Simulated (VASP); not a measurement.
# SiC (R3m) in VASP: single point with PBE

Aim: the single point of SiC with PBE.

Program: VASP 6.6.1. These are calculated values, not measurements. Logs are shortened: lines on timing, memory, paths and dates and some standing lists are left out, and cuts for length are marked.

## 1. The cell of the first run

The structure is trigonal, space group R3m (No. 160). Conventional cell: a = 3.097 Å, b = 3.097 Å, c = 45.515 Å, α = 90.00°, β = 90.00°, γ = 120.00°. Within 2.5 Å of Si (site symmetry 3m) lie 4 C at 1.90 Å. Si (site symmetry 3m) has 4 C at 1.90 Å within 2.5 Å. Si (site symmetry 3m) has 4 C at 1.90 Å within 2.5 Å. Within 2.5 Å of Si (site symmetry 3m) lie 4 C at 1.90 Å. Within 2.5 Å of Si (site symmetry 3m) lie 4 C at 1.90 Å. Si (site symmetry 3m) has 3 C at 1.90 Å within 2.5 Å. Within 2.5 Å of C (site symmetry 3m) lie 4 Si at 1.90 Å. Within 2.5 Å of C (site symmetry 3m) lie 4 Si at 1.90 Å.

## 2. Single point, PBE

The input, INCAR:

```
PREC = Accurate ; ENCUT = 520
EDIFF = 1E-6 ; ISMEAR = 0
SIGMA = 0.05 ; LREAL = F
LASPH = T ; NELM = 100
ALGO = Normal ; ISIF = 2
LWAVE = F ; LCHARG = F
GGA = PE ; NBANDS = 36
```

The input, KPOINTS:

```
regular mesh
0
Gamma
  10 10 2
```

The input, POSCAR:

```
SiC
1.0
    2.1898640950     -2.1898640950      0.0000000000
    2.1898640950      0.0000000000     -2.1898640950
   10.2192197856      8.0295746770      8.0295746770
Si C
6 6
Direct
    0.8680798600     -0.1319201400      0.3958000000
    0.2569631933      0.2569631933      0.2291333333
    0.4791965267      0.4791965267      0.5624666667
    0.7014298600      0.7014298600      0.8958000000
    0.0903131933      0.0903131933      0.7291333333
    0.6458465267      0.6458465267      0.0624666667
    0.5208590267      0.5208590267      0.4374666667
   -0.0902576400     -0.0902576400      0.2708000000
    0.1319756933      0.1319756933      0.6041333333
    0.3542090267      0.3542090267      0.9374666667
   -0.2569076400     -0.2569076400      0.7708000000
    0.2986256933      0.2986256933      0.1041333333
```

Potentials or basis: VASP PAW PBE potentials, release 64 (Si, C).

Command:

```bash
> cat potpaw_PBE.64/Si/POTCAR potpaw_PBE.64/C/POTCAR > POTCAR
> mpirun -np 1 vasp_std > vasp.out
```

OUTCAR:

```text
PREC = Accurate
   ENCUT = 520
   EDIFF = 1E-6
   ISMEAR = 0
   LREAL = F
   LASPH = T
   NELM = 100
   ISIF = 2
   GGA = PE

 ion  position               nearest neighbor table
   1  0.868  0.868  0.396-   7 1.90   8 1.90   7 1.90   7 1.90   3 3.10   2 3.10   3 3.10   3 3.10
                             2 3.10   2 3.10
   2  0.257  0.257  0.229-   8 1.90  12 1.90   8 1.90   8 1.90   6 3.10   6 3.10   6 3.10   1 3.10
                             1 3.10   1 3.10
   3  0.479  0.479  0.562-   9 1.90   9 1.90   7 1.90   9 1.90   5 3.10   5 3.10   5 3.10   1 3.10
                             1 3.10   1 3.10
   4  0.701  0.701  0.896-  10 1.90  11 1.90  10 1.90  10 1.90   6 2.53   5 3.10   5 3.10   5 3.10

   5  0.090  0.090  0.729-  11 1.90   9 1.90  11 1.90  11 1.90   3 3.10   3 3.10   3 3.10   4 3.10
                             4 3.10   4 3.10
   6  0.646  0.646  0.062-  12 1.90  12 1.90  12 1.90   4 2.53  10 2.61  10 2.61  10 2.61   2 3.10
                             2 3.10   2 3.10
   7  0.521  0.521  0.437-   1 1.90   3 1.90   1 1.90   1 1.90
   8  0.910  0.910  0.271-   2 1.90   1 1.90   2 1.90   2 1.90
   9  0.132  0.132  0.604-   3 1.90   3 1.90   5 1.90   3 1.90
  10  0.354  0.354  0.937-   4 1.90   4 1.90   4 1.90   6 2.61   6 2.61   6 2.61
  11  0.743  0.743  0.771-   5 1.90   4 1.90   5 1.90   5 1.90
  12  0.299  0.299  0.104-   6 1.90   6 1.90   2 1.90   6 1.90

  LATTYP: Found a trigonal (rhomboedric) cell.
 ALAT       =    15.2767991416
 COS(alpha) =     0.9794520407

  Lattice vectors:

 A1 = (  10.2192197856,   8.0295746770,   8.0295746770)
 A2 = (   8.0293556906,  10.2194387720,   8.0295746770)
 A3 = (   8.0293556906,   8.0295746770,  10.2194387720)

Analysis of symmetry for initial positions (statically):
=====================================================================
 Subroutine PRICEL returns:
 Original cell was already a primitive cell.

 Routine SETGRP: Setting up the symmetry group for a
 trigonal (rhombohedral) supercell.

 Subroutine GETGRP returns: Found  2 space group operations
 (whereof  2 operations were pure point group operations)
 out of a pool of 12 trial point group operations.

The static configuration has the point symmetry C_1h.

Analysis of symmetry for dynamics (positions and initial velocities):
=====================================================================
 Subroutine PRICEL returns:
 Original cell was already a primitive cell.

 Routine SETGRP: Setting up the symmetry group for a
 trigonal (rhombohedral) supercell.

 Subroutine GETGRP returns: Found  2 space group operations
 (whereof  2 operations were pure point group operations)
 out of a pool of 12 trial point group operations.

The dynamic configuration has the point symmetry C_1h.

 Subroutine INISYM returns: Found  2 space group operations
 (whereof  2 operations are pure point group operations),
 and found     1 'primitive' translations

----------------------------------------------------------------------------------------

                                     Primitive cell

  volume of cell :     126.0180

  direct lattice vectors                    reciprocal lattice vectors
     2.189864095 -2.189864095  0.000000000     0.139533012 -0.317116331  0.139533012
     2.189864095  0.000000000 -2.189864095     0.139533012  0.139533012 -0.317116331
    10.219219786  8.029574677  8.029574677     0.038054112  0.038054112  0.038054112

  length of vectors
     3.096935503  3.096935503 15.276799142     0.373499251  0.373499251  0.065911655

  position of ions in fractional coordinates (direct lattice)
     0.868079860  0.868079860  0.395800000
     0.256963193  0.256963193  0.229133333
     0.479196527  0.479196527  0.562466667
     0.701429860  0.701429860  0.895800000
     0.090313193  0.090313193  0.729133333
     0.645846527  0.645846527  0.062466667
     0.520859027  0.520859027  0.437466667
     0.909742360  0.909742360  0.270800000
     0.131975693  0.131975693  0.604133333
     0.354209027  0.354209027  0.937466667
[... 50 lines left out ...]
|                                                                             |
|        The reciprocal lattice is rhombohedral (trigonal),                   |
|        whereas your k-lattice is base-centered monoclinic.                  |
|                                                                             |
|     Results are often still useful ...                                      |
|                                                                             |
 -----------------------------------------------------------------------------

 WARNING: IBZKPT: internal override: KBLOWUP is changed to .FALSE.
      ... skipping the blow-up phase ...

 Subroutine IBZKPT returns following result:
 ===========================================

 Found     62 irreducible k-points:

 Following reciprocal coordinates:
            Coordinates               Weight
  0.000000  0.000000  0.000000      1.000000
  0.100000  0.000000  0.000000      4.000000
  0.200000  0.000000  0.000000      4.000000
  0.300000  0.000000  0.000000      4.000000
  0.400000  0.000000 -0.000000      4.000000
  0.500000  0.000000  0.000000      2.000000
[... 16 lines left out ...]
  0.300000  0.300000  0.000000      2.000000
  0.400000  0.300000 -0.000000      4.000000
 [... further k-points ...]
   k-points           NKPTS =     62   k-points in BZ     NKDIM =     62   number of bands    NBANDS=     36
   number of dos      NEDOS =    301   number of ions     NIONS =     12
   total plane-waves  NPLWV =  69120
   dimension x,y,z NGX =    24 NGY =   24 NGZ =  120
   dimension x,y,z NGXF=    48 NGYF=   48 NGZF=  240
   ions per type =               6   6
   NGX,Y,Z   is equivalent  to a cutoff of  12.88, 12.88, 13.06 a.u.
   NGXF,Y,Z  is equivalent  to a cutoff of  25.77, 25.77, 26.12 a.u.
 SYSTEM =  unknown system
   PREC   = accura    normal or accurate (medium, high low for compatibility)
   ISTART =      0    job   : 0-new  1-cont  2-samecut
   ICHARG =      2    charge: 1-file 2-atom 10-const
   ISPIN  =      1    spin polarized calculation?
   LNONCOLLINEAR =      F non collinear calculations
   LSORBIT =      F    spin-orbit coupling
   LASPH  =      T    aspherical Exc in radial PAW
   ENCUT  =  520.0 eV  38.22 Ry    6.18 a.u.   5.76  5.76 28.40*2*pi/ulx,y,z
   NELM   =    100;   NELMIN=  2; NELMDL= -5     # of ELM steps
   EDIFF  = 0.1E-05   stopping-criterion for ELM
   LREAL  =      F    real-space projection
   EDIFFG = 0.1E-04   stopping-criterion for IOM
   NSW    =      0    number of steps for IOM
   IBRION =     -1    ionic relax: 0-MD 1-quasi-New 2-CG
   NFREE  =      0    steps in history (QN), initial steepest desc. (CG)
   ISIF   =      2    stress and relaxation
   ISYM   =      2    0-nonsym 1-usesym 2-fastsym
   POTIM  = 0.5000    time-step for ionic-motion
   TEBEG  =    0.0;   TEEND  =   0.0 temperature during run
   PSTRESS=    0.0 pullay stress
   NELECT =      48.0000    total number of electrons
   NUPDOWN=      -1.0000    fix difference up-down
   EMIN   =  10.00;   EMAX   =-10.00  energy-range for DOS
   EFERMI =   0.00;   METHOD = LEGACY
   ISMEAR =     0;   SIGMA  =   0.05  broadening in eV -4-tet -1-fermi 0-gaus
   EFERMI_NEDOS =   21; number of points for ismear=-14 and -15
   IALGO  =     38    algorithm
   IMIX   =      4    mixing-type and parameters
     AMIX     =   0.40;   BMIX     =  1.00
     AMIX_MAG =   1.60;   BMIX_MAG =  1.00
  volume/ion in A,a.u.               =      10.50        70.87
  Fermi-wavevector in a.u.,A,eV,Ry     =   1.186709  2.242555 19.160797  1.408279
  Thomas-Fermi vector in A             =   2.322876
   LORBIT       =      0    0 simple, 1 ext, 2 COOP (PROOUT), +10 PAW based schemes
   GGA     = PE    functional components
   LHFCALC =     F    Hartree Fock is set to
   AEXX    =    0.0000 exact exchange contribution
   IVDW    =     0    specifies the selected vdW correction
   LEPSILON=     F    determine dielectric tensor
   LRPA    =     F    only Hartree local field effects (RPA)
 non-spin polarized calculation
 Gauss-broadening in eV      SIGMA  =   0.05
  energy-cutoff  :      520.00
  volume of cell :      126.02
 maximum number of plane-waves:      3414
   NGX = 11   NGY = 11   NGZ = 57

 number of electron      48.0000002 magnetization

 Free energy of the ion-electron system (eV)
  ---------------------------------------------------
  ext. energy  EPLUGINS =         0.00000000
  ---------------------------------------------------
  free energy    TOTEN  =       -87.24688928 eV

  energy without entropy =      -87.24615931  energy(sigma->0) =      -87.24652430

 E-fermi :   8.4750     XC(G=0): -11.3201

 val. band max:        8.4290336871   @ k =  -0.1000   0.1000   0.0000
 cond. band min:       8.5144292047   @ k =   0.5000   0.0000   0.0000
 fundamental gap:      0.0853955176
 Fermi energy:         8.4750272495

 k-point     1 :       0.0000    0.0000    0.0000
  band No.  band energies     occupation
      1      -7.4126      2.00000
      2      -6.8441      2.00000
      3      -6.7142      2.00000
      4      -5.3434      2.00000
      5      -5.2186      2.00000
      6      -3.7839      2.00000
[... 925 lines left out ...]
     35      15.3528      0.00000
     36      15.7672      0.00000

 [... further k-points ...]

------------------------ aborting loop because EDIFF is reached ----------------------------------------

  FORCE on cell =-STRESS in cart. coord.  units (eV):
  Direction    XX          YY          ZZ          XY          YZ          ZX
  --------------------------------------------------------------------------------------
  -------------------------------------------------------------------------------------
  Total        0.3235962      0.3325222      0.3325222      3.4379495      3.4415157      3.4379495
  in kB        4.1141604      4.2276443      4.2276443     43.7096516     43.7549910     43.7096518
  external PRESSURE =       4.1898163 kB  Pullay stress =       0.0000000 kB

 VOLUME and BASIS-vectors are now :
 -----------------------------------------------------------------------------
  energy-cutoff  :      520.00
  volume of cell :      126.02
      direct lattice vectors                 reciprocal lattice vectors
     2.189864095 -2.189864095  0.000000000     0.139533012 -0.317116331  0.139533012
     2.189864095  0.000000000 -2.189864095     0.139533012  0.139533012 -0.317116331
    10.219219786  8.029574677  8.029574677     0.038054112  0.038054112  0.038054112

 POSITION                                       TOTAL-FORCE (eV/Angst)
 -----------------------------------------------------------------------------------
      7.84672      1.27713      1.27713         0.056036      0.055744      0.055744
      3.46699      1.27713      1.27713         0.409185      0.409465      0.409465
      7.84672      3.46699      3.46699         0.066716      0.066352      0.066352
     12.22645      5.65686      5.65686        -0.206072     -0.206006     -0.206006
      7.84672      5.65686      5.65686         0.088813      0.088764      0.088764
      3.46699     -0.91274     -0.91274        -0.024055     -0.023017     -0.023017
      6.75179      2.37206      2.37206        -0.065590     -0.065277     -0.065277
      6.75179      0.18220      0.18220        -0.048634     -0.048689     -0.048689
      6.75179      4.56192      4.56192        -0.072251     -0.071752     -0.071752
     11.13152      6.75179      6.75179        -0.811303     -0.813212     -0.813212
     11.13152      4.56192      4.56192        -0.188232     -0.188494     -0.188494
      2.37206      0.18220      0.18220         0.795386      0.796123      0.796123
 -----------------------------------------------------------------------------------
    total drift:                               -0.000268     -0.000272     -0.000272

  FREE ENERGIE OF THE ION-ELECTRON SYSTEM (eV)
  ---------------------------------------------------
  free  energy   TOTEN  =       -87.2468892756 eV

  energy  without entropy=      -87.2461593150  energy(sigma->0) =      -87.24652430
```

It took 2 min on 1 thread of Intel Xeon 6975P-C (Granite Rapids), shared host; peak memory 0.36 GiB.

Results:

```
Free energy            : -87.2469 eV
Pressure               : 0.4 GPa
Largest force          : 1.407 eV/Å
Band gap on the k mesh : 0.09 eV, indirect (least direct gap 0.38 eV)
```

Forces on the atoms (eV/Å):
```
Si   0.056  0.056  0.056
Si   0.409  0.409  0.409
Si   0.067  0.066  0.066
Si  -0.206 -0.206 -0.206
Si   0.089  0.089  0.089
Si  -0.024 -0.023 -0.023
C   -0.066 -0.065 -0.065
C   -0.049 -0.049 -0.049
C   -0.072 -0.072 -0.072
C   -0.811 -0.813 -0.813
C   -0.188 -0.188 -0.188
C    0.795  0.796  0.796
```

Caveat: forces of over 1 eV/Å act on the atoms, so gaps and moduli don't describe the material at rest. A k mesh can miss the band edges.
